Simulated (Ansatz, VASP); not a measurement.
One calculation of Al3GaAs4, two programs

```
Al Ga As
1.0
     3.84586    0.00000    0.00000
     0.00000    3.84586    0.00000
     0.00000    0.00000   10.87774
Al Ga As
3 1 4
Direct
  0.00000 0.00000 0.75000
  0.00000 0.00000 0.25000
  0.50000 0.50000 0.50000
  0.50000 0.50000 0.00000
  0.50000 0.00000 0.87500
  0.00000 0.50000 0.12500
  0.50000 0.00000 0.37500
  0.00000 0.50000 0.62500
```

Alike in both runs: task single point; functional PBE; k mesh 4 × 4 × 2; occupations gaussian, width 0.1 eV; no spin polarisation.

|  | VASP | Ansatz |
| --- | --- | --- |
| version | VASP 6.6.1 | Ansatz 0.2.0 |
| potentials or method | VASP PAW PBE potentials, release 64 (Al, Ga_d, As), cutoff 520 eV | scalar-relativistic, plane waves, PAW |
| valence electrons in the cell | 42 | 82 |

VASP gave:

| Item | Value |
| --- | --- |
| gap on the k mesh at the Fermi level (eV) | 1.17 |
| least direct gap on the mesh (eV) | 1.20 |
| pressure (GPa) | 15.1 |
| traceless stress, the component that is largest in VASP (GPa) | -0.80 |
| rms of the force components (eV/Å) | 0.037 |

Question: Which values does Ansatz return?

Answer: gap on the k mesh at the Fermi level (eV): 1.18; least direct gap on the mesh (eV): 1.21; pressure (GPa): 14.8; traceless stress, the component that is largest in VASP (GPa): -0.80; rms of the force components (eV/Å): 0.037.

Atom by atom the forces differ by 0.000 eV/Å (rms over components). With one functional, cell and mesh, what is left measures potentials, basis and numerics. VASP's potentials hold 42 valence electrons a cell and Ansatz's 82, so a difference there can come from the potentials and not from the codes.
